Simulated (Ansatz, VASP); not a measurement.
# TaN: VASP beside Ansatz

INCAR

```
PREC = Accurate
ENCUT = 700
EDIFF = 1E-6
ISMEAR = 1
SIGMA = 0.15
LREAL = F
LASPH = T
NELM = 120
ALGO = Normal
ISIF = 2
LWAVE = F
LCHARG = T
GGA = PS
LELF = T
LVHAR = T
NBANDS = 36
GGA_COMPAT = F
```

The input KPOINTS:

```
regular mesh
0
Gamma
  5 5 8
```

POSCAR

```
TaN
1.0
    5.1208427511      0.0000000000      0.0000000000
   -2.5604213756      4.4347800385      0.0000000000
    0.0000000000      0.0000000000      2.8686978849
Ta N
3 3
Direct
    0.0000000000      0.0000000000      0.0000000000
    0.3333333333      0.6666666667      0.5000000000
    0.6666666667      0.3333333333      0.5000000000
    0.5000000000      0.0000000000      0.0000000000
    0.5000000000      0.5000000000      0.0000000000
    0.0000000000      0.5000000000      0.0000000000
```

Input for Ansatz:

```yaml
crystal:
  lattice:
    - [5.120842751139788, 0.0, 0.0]
    - [-2.560421375569894, 4.434780038484581, 0.0]
    - [0.0, 0.0, 2.868697884861203]
  atoms:
    - { symbol: Ta, position: [0.0, 0.0, 0.0] }
    - { symbol: Ta, position: [0.3333333333333333, 0.6666666666666666, 0.5] }
    - { symbol: Ta, position: [0.6666666666666666, 0.3333333333333333, 0.5] }
    - { symbol: "N", position: [0.5, 0.0, 0.0] }
    - { symbol: "N", position: [0.5, 0.5, 0.0] }
    - { symbol: "N", position: [0.0, 0.5, 0.0] }
basis:
  ecutwfc: 517.016338673772
kpoints:
  mp_grid:
    grid: [5, 5, 8]
hamiltonian:
  xc: pbesol
scf:
  occupations:
    method: methfessel_paxton
    width: 0.15
output:
  stress: true
```

Alike in both runs: task single point; functional PBEsol; k mesh 5 × 5 × 8; occupations methfessel-paxton of order 1, width 0.15 eV; no spin polarisation.

|  | VASP | Ansatz |
| --- | --- | --- |
| version | VASP 6.6.1 | Ansatz 0.2.0 |
| potentials or method | VASP PAW PBE potentials, release 64 (Ta_sv_GW, N), cutoff 700 eV | plane waves, PAW |
| valence electrons in the cell | 54 | 54 |

|  | VASP | Ansatz | Ansatz less VASP |
| --- | --- | --- | --- |
| pressure (GPa) | 15.6 | 15.4 | -0.22 |
| traceless stress, the component that is largest in VASP (GPa) | 3.45 | 3.29 | -0.165 |

VASP's potentials were made for PBE, not for PBEsol.

Spin-orbit coupling is off throughout.
